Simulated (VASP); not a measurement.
Input of a VASP 6.6.1 run:

File INCAR:

```
SYSTEM = Ni
  PREC = Accurate
  ENCUT = 520
  EDIFF = 1E-6
  ISMEAR = 0
  SIGMA = 0.1
  LREAL = .False.
  LASPH = .True.
  NELM = 150
  ALGO = Normal
  ISIF = 2
  LWAVE = .False.
  LCHARG = .False.
  ISPIN = 2
  MAGMOM = 2
  LORBIT = 11
  LMAXMIX = 4
  GGA = PS
  NBANDS = 15
```

Contents of KPOINTS:

```
Automatic mesh
0
Gamma
  10 10 10
  0 0 0
```

POSCAR

```
Ni
1.0
   -1.3858770668      1.3858770668      1.3042789961
    1.3858770668     -1.3858770668      1.3042789961
    1.3858770668      1.3858770668     -1.3042789961
Ni
1
Direct
    0.0000000000      0.0000000000      0.0000000000
```

Potentials or basis: VASP PAW PBE potentials, release 64 (Ni).

Run with:

```sh
$ cat potpaw_PBE.64/Ni/POTCAR > POTCAR
$ mpirun -np 1 vasp_std > vasp.out
```

(1) Predict the site moments.

(2) What does it give for the pressure?

(3) What does it give for the net moment?

Results:

(1) Ni +0.37 μB.

(2) 9.7 GPa.

(3) 0.37 μB per cell.

Caveat: the PAW data sets were made with another functional, which shifts forces and pressure a little.
